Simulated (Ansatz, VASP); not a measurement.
NaP2: VASP beside Ansatz

```xyz
3
Lattice="4.0849 0.0000 0.0000 -2.0425 3.5377 0.0000 0.0000 0.0000 4.4256" Properties=species:S:1:pos:R:3 pbc="T T T"
Na    0.0000    0.0000    0.0000
P     0.0000    2.3584    2.2128
P     2.0425    1.1792    2.2128
```

Alike in both runs: functional PBE; k mesh 12 × 12 × 14; occupations gaussian, width 0.1 eV; no spin polarisation.

Ansatz relaxed the structure, and its values are those at the end. VASP's run is a single point on that final structure, the one shown.

|  | VASP | Ansatz |
| --- | --- | --- |
| version | VASP 6.6.1 | Ansatz 0.2.0 |
| potentials or method | VASP PAW PBE potentials, release 64 (Na_pv, P), cutoff 520 eV | scalar-relativistic, plane waves, PAW |
| valence electrons in the cell | 17 | 19 |

VASP gave:

| Property | Result |
| --- | --- |
| gap on the k mesh at the Fermi level (eV) | none |
| pressure (GPa) | -0.1 |

Problem. Which values does Ansatz return?

Solution. gap on the k mesh at the Fermi level (eV): none; pressure (GPa): 0.0.

A gap of «none» marks a metal or a gap that the smearing closes. VASP's potentials hold 17 valence electrons a cell and Ansatz's 19, so a difference there can come from the potentials and not from the codes.
